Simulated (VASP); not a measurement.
Set up this calculation in VASP 6.6.1, as the native input.

```
Task                   : single point
Functional             : PBE
Potentials or basis    : VASP PAW PBE potentials, release 64 (Bi_d, Te)
Cutoff                 : 520 eV
k mesh                 : 1 × 1 × 12
Occupations            : gaussian, width 0.05 eV
Spin                   : no spin polarisation
Dipole correction      : no
Further INCAR settings : ALGO = Normal; EDIFF = 1e-06; NBANDS = 75
```

The structure of BiTe lies in POSCAR:

```
BiTe
1.0
   15.9000000000      0.0000000000      0.0000000000
    0.0000000000     19.1000000000      0.0000000000
    0.0000000000      0.0000000000      4.5978828781
Bi Te
6 6
Direct
    0.5722937559      0.5851097948      0.0000000000
    0.5722937559      0.2446706155      0.0000000000
    0.4277062441      0.7553293845      0.5000000000
    0.4277062441      0.4148902052      0.5000000000
    0.7168812678      0.4148902052      0.5000000000
    0.2831187322      0.5851097948      0.0000000000
    0.7168812678      0.5851097948      0.5000000000
    0.2831187322      0.4148902052      0.0000000000
    0.5722937559      0.7553293845      0.0000000000
    0.5722937559      0.4148902052      0.0000000000
    0.4277062441      0.5851097948      0.5000000000
    0.4277062441      0.2446706155      0.5000000000
```

One way to write it, as run:

INCAR

```
SYSTEM = BiTe
ALGO = Normal
EDIFF = 1E-6
ENCUT = 520
GGA = PE
ISIF = 2
ISMEAR = 0
LASPH = .True.
LCHARG = .False.
LREAL = .False.
LWAVE = .False.
NBANDS = 75
NELM = 80
PREC = Accurate
SIGMA = 0.05
```

KPOINTS

```
k-points
0
Gamma
  1 1 12
  0 0 0
```

Potentials or basis: VASP PAW PBE potentials, release 64 (Bi_d, Te).

Command:

```console
$ cat potpaw_PBE.64/Bi_d/POTCAR potpaw_PBE.64/Te/POTCAR > POTCAR
$ mpirun -np 1 vasp_std > vasp.out
```

It gave:

- Largest force: 1.615 eV/Å
- Band gap on the k mesh: zero (bands 63 and 64 overlap by 0.16 eV)

Caveat: spin-orbit coupling is left out, which moves the levels of the heavy elements.

It took 42 min on 1 thread of AMD EPYC 7R43 64-Core Processor (Zen 3), with other jobs on the host, peak memory 1.3 GiB.
